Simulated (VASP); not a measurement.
# Ge (P2_1) in VASP: single point with PBEsol

Aim: the single point of Ge with PBEsol.

Program: VASP 6.6.1. These are calculated values, not measurements. Logs are shortened: lines on timing, memory, paths and dates and some standing lists are left out, and cuts for length are marked.

## (1) The cell of the first run

It takes space group P2_1 (No. 4, monoclinic). The conventional cell has a = 3.997 Å, b = 6.596 Å, c = 3.997 Å, α = 90.00°, β = 120.00°, γ = 90.00°. Ge (site symmetry 1) has 4 Ge at 2.45 to 2.60 Å within 3.2 Å. Ge (site symmetry 1) has 4 Ge at 2.45 to 2.60 Å within 3.2 Å.

## (2) Single point, PBEsol (atoms displaced along a vibrational mode)

Input file INCAR:

```
SYSTEM = Ge
PREC = Accurate
ENCUT = 520
EDIFF = 1E-6
ISMEAR = 0
SIGMA = 0.15
LREAL = .FALSE.
LASPH = .TRUE.
NELM = 60
ALGO = Normal
ISIF = 2
LWAVE = .FALSE.
LCHARG = .FALSE.
GGA = PS
NBANDS = 66
KPAR = 4
```

Input file KPOINTS:

```
Automatic mesh
0
G
  10 6 6
  0 0 0
```

Input file POSCAR:

```
Ge
1.0
   -3.9969482473      0.0000000000      0.0000000000
    0.0000000000      0.0000000000     -6.5963325278
    0.0000000000     -6.9229174395      0.0000000000
Ge
8
Direct
    0.0619222428      0.9370884642      0.3810010981
    0.5619222428      0.9370884642      0.8810010981
    0.4380777572      0.4370884642      0.1189989019
    0.9380777572      0.4370884642      0.6189989019
   -0.0619222428      0.5629115358      0.2856655685
    0.4380777572      0.5629115358      0.7856655685
    0.5619222428      0.0629115358      0.2143344315
    1.0619222428      0.0629115358      0.7143344315
```

Potentials or basis: VASP PAW PBE potentials, release 64 (Ge_d).

On the command line:

```sh
$ cat potpaw_PBE.64/Ge_d/POTCAR > POTCAR
$ mpirun -np 4 vasp_std > vasp.out
```

OUTCAR:

```text
SYSTEM = Ge
   PREC = Accurate
   ENCUT = 520
   EDIFF = 1E-6
   ISMEAR = 0
   LREAL = .FALSE.
   LASPH = .TRUE.
   NELM = 60
   ISIF = 2
   GGA = PS

 ion  position               nearest neighbor table
   1  0.062  0.937  0.381-   7 2.45   7 2.45   8 2.45   5 2.60
   2  0.562  0.937  0.881-   8 2.45   8 2.45   7 2.45   6 2.60
   3  0.438  0.437  0.119-   5 2.45   5 2.45   6 2.45   7 2.60
   4  0.938  0.437  0.619-   6 2.45   6 2.45   5 2.45   8 2.60
   5  0.938  0.563  0.286-   3 2.45   3 2.45   4 2.45   1 2.60
   6  0.438  0.563  0.786-   4 2.45   4 2.45   3 2.45   2 2.60
   7  0.562  0.063  0.214-   1 2.45   1 2.45   2 2.45   3 2.60
   8  0.062  0.063  0.714-   2 2.45   2 2.45   1 2.45   4 2.60

  LATTYP: Found a simple orthorhombic cell.
 ALAT       =     3.9969482473
 B/A-ratio  =     1.6503422410
 C/A-ratio  =     1.7320508076

  Lattice vectors:

 A1 = (  -3.9969482473,   0.0000000000,   0.0000000000)
 A2 = (   0.0000000000,   0.0000000000,  -6.5963325278)
 A3 = (   0.0000000000,  -6.9229174395,   0.0000000000)

Analysis of symmetry for initial positions (statically):
=====================================================================
 Subroutine PRICEL returns following result:

  LATTYP: Found a hexagonal cell.
 ALAT       =     3.9969482473
 C/A-ratio  =     1.6503422411

  Lattice vectors:

 A1 = (  -1.9984741237,  -3.4614587197,   0.0000000000)
 A2 = (  -1.9984741237,   3.4614587198,   0.0000000000)
 A3 = (   0.0000000000,   0.0000000000,  -6.5963325278)

   2 primitive cells build up your supercell.

 Routine SETGRP: Setting up the symmetry group for a
 simple orthorhombic supercell.

 Subroutine GETGRP returns: Found  2 space group operations
 (whereof  1 operations were pure point group operations)
 out of a pool of  8 trial point group operations.

The static configuration has the point symmetry C_1 .
 The point group associated with its full space group is C_2 .

Analysis of symmetry for dynamics (positions and initial velocities):
=====================================================================
 Subroutine PRICEL returns following result:

  LATTYP: Found a hexagonal cell.
 ALAT       =     3.9969482473
 C/A-ratio  =     1.6503422411

  Lattice vectors:

 A1 = (  -1.9984741237,  -3.4614587197,   0.0000000000)
 A2 = (  -1.9984741237,   3.4614587198,   0.0000000000)
 A3 = (   0.0000000000,   0.0000000000,  -6.5963325278)

   2 primitive cells build up your supercell.

 Routine SETGRP: Setting up the symmetry group for a
 simple orthorhombic supercell.

 Subroutine GETGRP returns: Found  2 space group operations
 (whereof  1 operations were pure point group operations)
 out of a pool of  8 trial point group operations.

The dynamic configuration has the point symmetry C_1 .
 The point group associated with its full space group is C_2 .

 Subroutine INISYM returns: Found  2 space group operations
 (whereof  1 operations are pure point group operations),
 and found     2 'primitive' translations

----------------------------------------------------------------------------------------

                                     Primitive cell

  volume of cell :      91.2621

  direct lattice vectors                    reciprocal lattice vectors
    -1.998474124 -3.461458720  0.000000000    -0.250190880 -0.144447772  0.000000000
    -1.998474124  3.461458720  0.000000000    -0.250190880  0.144447772  0.000000000
     0.000000000  0.000000000 -6.596332528     0.000000000  0.000000000 -0.151599392

  length of vectors
     3.996948247  3.996948247  6.596332528     0.288895544  0.288895544  0.151599392

  position of ions in fractional coordinates (direct lattice)
     0.442923341  0.680921145  0.937088464
     0.557076659  0.319078855  0.437088464
     0.223743326  0.652412189  0.562911536
     0.776256674  0.347587811  0.062911536

  ion indices of the primitive-cell ions
   primitive index   ion index
                 1           1
                 2           4
                 3           5
                 4           8

----------------------------------------------------------------------------------------

 KPOINTS: Automatic mesh

Automatic generation of k-mesh.
 Grid dimensions read from file:
 generate k-points for:   10    6    6

 Generating k-lattice:

  Cartesian coordinates                     Fractional coordinates (reciprocal lattice)
    -0.025019088  0.000000000  0.000000000     0.100000000  0.000000000  0.000000000
     0.000000000  0.000000000 -0.025266565     0.000000000  0.166666667  0.000000000
     0.000000000 -0.024074629  0.000000000     0.000000000  0.000000000  0.166666667

  Length of vectors
     0.025019088  0.025266565  0.024074629

  Shift w.r.t. Gamma in fractional coordinates (k-lattice)
     0.000000000  0.000000000  0.000000000

 Subroutine IBZKPT returns following result:
 ===========================================

 Found    128 irreducible k-points:

 Following reciprocal coordinates:
            Coordinates               Weight
  0.000000  0.000000  0.000000      1.000000
  0.100000  0.000000  0.000000      2.000000
  0.200000  0.000000  0.000000      2.000000
  0.300000  0.000000  0.000000      2.000000
  0.400000  0.000000  0.000000      2.000000
  0.500000  0.000000  0.000000      1.000000
[... 16 lines left out ...]
  0.400000  0.500000  0.000000      2.000000
  0.500000  0.500000  0.000000      1.000000
 [... further k-points ...]
   k-points           NKPTS =    128   k-points in BZ     NKDIM =    128   number of bands    NBANDS=     66
   number of dos      NEDOS =    301   number of ions     NIONS =      8
   total plane-waves  NPLWV =  81000
   dimension x,y,z NGX =    30 NGY =   50 NGZ =   54
   dimension x,y,z NGXF=    60 NGYF=  100 NGZF=  108
   ions per type =               8
   NGX,Y,Z   is equivalent  to a cutoff of  12.48, 12.60, 12.97 a.u.
   NGXF,Y,Z  is equivalent  to a cutoff of  24.96, 25.20, 25.93 a.u.
 SYSTEM =  Ge
   PREC   = accura    normal or accurate (medium, high low for compatibility)
   ISTART =      0    job   : 0-new  1-cont  2-samecut
   ICHARG =      2    charge: 1-file 2-atom 10-const
   ISPIN  =      1    spin polarized calculation?
   LNONCOLLINEAR =      F non collinear calculations
   LSORBIT =      F    spin-orbit coupling
   LASPH  =      T    aspherical Exc in radial PAW
   ENCUT  =  520.0 eV  38.22 Ry    6.18 a.u.   7.43 12.26 12.87*2*pi/ulx,y,z
   NELM   =     60;   NELMIN=  2; NELMDL= -5     # of ELM steps
   EDIFF  = 0.1E-05   stopping-criterion for ELM
   LREAL  =      F    real-space projection
   EDIFFG = 0.1E-04   stopping-criterion for IOM
   NSW    =      0    number of steps for IOM
   IBRION =     -1    ionic relax: 0-MD 1-quasi-New 2-CG
   NFREE  =      0    steps in history (QN), initial steepest desc. (CG)
   ISIF   =      2    stress and relaxation
   ISYM   =      2    0-nonsym 1-usesym 2-fastsym
   POTIM  = 0.5000    time-step for ionic-motion
   TEBEG  =    0.0;   TEEND  =   0.0 temperature during run
   PSTRESS=    0.0 pullay stress
   NELECT =     112.0000    total number of electrons
   NUPDOWN=      -1.0000    fix difference up-down
   EMIN   =  10.00;   EMAX   =-10.00  energy-range for DOS
   EFERMI =   0.00;   METHOD = LEGACY
   ISMEAR =     0;   SIGMA  =   0.15  broadening in eV -4-tet -1-fermi 0-gaus
   EFERMI_NEDOS =   21; number of points for ismear=-14 and -15
   IALGO  =     38    algorithm
   IMIX   =      4    mixing-type and parameters
     AMIX     =   0.40;   BMIX     =  1.00
     AMIX_MAG =   1.60;   BMIX_MAG =  1.00
  volume/ion in A,a.u.               =      22.82       153.97
  Fermi-wavevector in a.u.,A,eV,Ry     =   1.391150  2.628893 26.331349  1.935300
  Thomas-Fermi vector in A             =   2.515017
   LORBIT       =      0    0 simple, 1 ext, 2 COOP (PROOUT), +10 PAW based schemes
   GGA     = PS    functional components
   LHFCALC =     F    Hartree Fock is set to
   AEXX    =    0.0000 exact exchange contribution
   IVDW    =     0    specifies the selected vdW correction
   LEPSILON=     F    determine dielectric tensor
   LRPA    =     F    only Hartree local field effects (RPA)
 non-spin polarized calculation
 Gauss-broadening in eV      SIGMA  =   0.15
  energy-cutoff  :      520.00
  volume of cell :      182.52
 maximum number of plane-waves:      4956
 NGX is ok and might be reduce to    30
   NGX = 15   NGY = 25   NGZ = 25

 number of electron     112.0000026 magnetization

 Free energy of the ion-electron system (eV)
  ---------------------------------------------------
  ext. energy  EPLUGINS =         0.00000000
  ---------------------------------------------------
  free energy    TOTEN  =       -38.76697617 eV

  energy without entropy =      -38.76043485  energy(sigma->0) =      -38.76370551

 E-fermi :   4.8646     XC(G=0): -10.1457

 val. band max:        4.8076967723   @ k =   0.0000   0.0000   0.0000
 cond. band min:       4.9026451063   @ k =   0.5000   0.3333   0.5000
 fundamental gap:      0.0949483340
 Fermi energy:         4.8645591805

 k-point     1 :       0.0000    0.0000    0.0000
  band No.  band energies     occupation
      1     -20.0248      2.00000
      2     -20.0236      2.00000
      3     -20.0192      2.00000
      4     -20.0147      2.00000
      5     -20.0089      2.00000
      6     -20.0072      2.00000
[... 58 lines left out ...]
     65       8.0528      0.00000
     66       8.5234      0.00000

 k-point     2 :       0.1000    0.0000    0.0000
  band No.  band energies     occupation
      1     -20.0300      2.00000
      2     -20.0272      2.00000
      3     -20.0245      2.00000
      4     -20.0145      2.00000
      5     -20.0079      2.00000
      6     -20.0077      2.00000
[... 58 lines left out ...]
     65       8.4904      0.00000
     66       8.7703      0.00000

 k-point     3 :       0.2000    0.0000    0.0000
  band No.  band energies     occupation
      1     -20.0380      2.00000
      2     -20.0337      2.00000
      3     -20.0306      2.00000
      4     -20.0185      2.00000
      5     -20.0078      2.00000
      6     -20.0076      2.00000
[... 1438 lines left out ...]
     65       9.3410      0.00000
     66       9.3410      0.00000

 k-point    24 :       0.5000    0.5000    0.0000
  band No.  band energies     occupation
      1     -20.0334      2.00000
      2     -20.0334      2.00000
      3     -20.0334      2.00000
      4     -20.0334      2.00000
      5     -19.9938      2.00000
      6     -19.9938      2.00000
[... 58 lines left out ...]
     65       9.5841      0.00000
     66       9.5841      0.00000

 [... further k-points ...]
[... 5 lines left out ...]
  --------------------------------------------------------------------------------------
  -------------------------------------------------------------------------------------
  Total        0.2421057     -0.3720505     -3.7534310     -1.0609295      0.0000000      0.0000000
  in kB        2.1251779     -3.2658205    -32.9472221     -9.3127275      0.0000000      0.0000000
  external PRESSURE =     -11.3626215 kB  Pullay stress =       0.0000000 kB

 VOLUME and BASIS-vectors are now :
 -----------------------------------------------------------------------------
  energy-cutoff  :      520.00
  volume of cell :      182.52
      direct lattice vectors                 reciprocal lattice vectors
    -3.996948247  0.000000000  0.000000000    -0.250190880  0.000000000  0.000000000
     0.000000000  0.000000000 -6.596332528     0.000000000  0.000000000 -0.151599392
     0.000000000 -6.922917439  0.000000000     0.000000000 -0.144447772  0.000000000

 POSITION                                       TOTAL-FORCE (eV/Angst)
 -----------------------------------------------------------------------------------
     -0.24750     -2.63764     -6.18135         0.172371      0.338954      0.492534
     -2.24597     -6.09910     -6.18135         0.172371      0.338954      0.492534
     -1.75097     -0.82382     -2.88318        -0.172371     -0.338954      0.492534
     -3.74945     -4.28528     -2.88318        -0.172371     -0.338954      0.492534
     -3.74945     -1.97764     -3.71315        -0.306782     -0.298330     -0.492534
     -1.75097     -5.43910     -3.71315        -0.306782     -0.298330     -0.492534
     -2.24597     -1.48382     -0.41499         0.306782      0.298330     -0.492534
     -0.24750     -4.94528     -0.41499         0.306782      0.298330     -0.492534
 -----------------------------------------------------------------------------------
    total drift:                               -0.000001     -0.000000      0.000121

  FREE ENERGIE OF THE ION-ELECTRON SYSTEM (eV)
  ---------------------------------------------------
  free  energy   TOTEN  =       -38.7669761743 eV

  energy  without entropy=      -38.7604348531  energy(sigma->0) =      -38.76370551
```

It took 5.4 min on 4 MPI ranks of Intel Xeon Platinum 8259CL at 2.50GHz (Skylake/Cascade Lake), shared host; peak memory 0.98 GiB.

What came out:

```yaml
Free_energy: -38.7670 eV
Pressure: -1.1 GPa
Largest_force: 0.652 eV/Å
Band_gap_on_the_k_mesh: zero (bands 56 and 57 overlap by 0.26 eV)
```

Forces on the atoms (eV/Å):
```
Ge   0.172  0.339  0.493
Ge   0.172  0.339  0.493
Ge  -0.172 -0.339  0.493
Ge  -0.172 -0.339  0.493
Ge  -0.307 -0.298 -0.493
Ge  -0.307 -0.298 -0.493
Ge   0.307  0.298 -0.493
Ge   0.307  0.298 -0.493
```

Levels at points of the mesh, in eV from the Fermi level:
| k point | band 53 | band 54 | band 55 | band 56 | band 57 | band 58 | band 59 | band 60 |
| --- | --- | --- | --- | --- | --- | --- | --- | --- |
| (0.00, 0.00, 0.00) | -1.33 | -0.80 | -0.16 | -0.06 | 0.31 | 0.32 | 0.65 | 1.38 |
| (0.50, 0.00, 0.00) | -2.95 | -2.95 | -2.18 | -2.18 | 1.10 | 1.10 | 3.00 | 3.00 |
| (0.00, 0.50, 0.00) | -0.95 | -0.95 | -0.83 | -0.83 | 0.28 | 0.28 | 0.50 | 0.50 |
| (0.50, 0.50, 0.00) | -2.01 | -2.01 | -2.01 | -2.01 | 1.29 | 1.29 | 1.29 | 1.29 |
| (0.00, 0.00, 0.50) | -1.38 | -1.38 | -0.76 | -0.76 | 1.12 | 1.12 | 1.44 | 1.44 |
| (0.50, 0.00, 0.50) | -2.72 | -2.46 | -2.06 | -1.63 | 0.57 | 0.82 | 1.03 | 1.48 |
| (0.00, 0.50, 0.50) | -1.81 | -1.81 | -1.81 | -1.81 | 1.18 | 1.18 | 1.18 | 1.18 |
| (0.50, 0.50, 0.50) | -2.23 | -2.23 | -2.04 | -2.04 | 0.08 | 0.08 | 0.32 | 0.32 |

Caveat: the cell differs from its parent crystal (atoms displaced along a vibrational mode); semilocal functionals underestimate gaps, so a narrow gap can read as zero; the PAW data sets were made with another functional, which shifts forces and pressure a little.
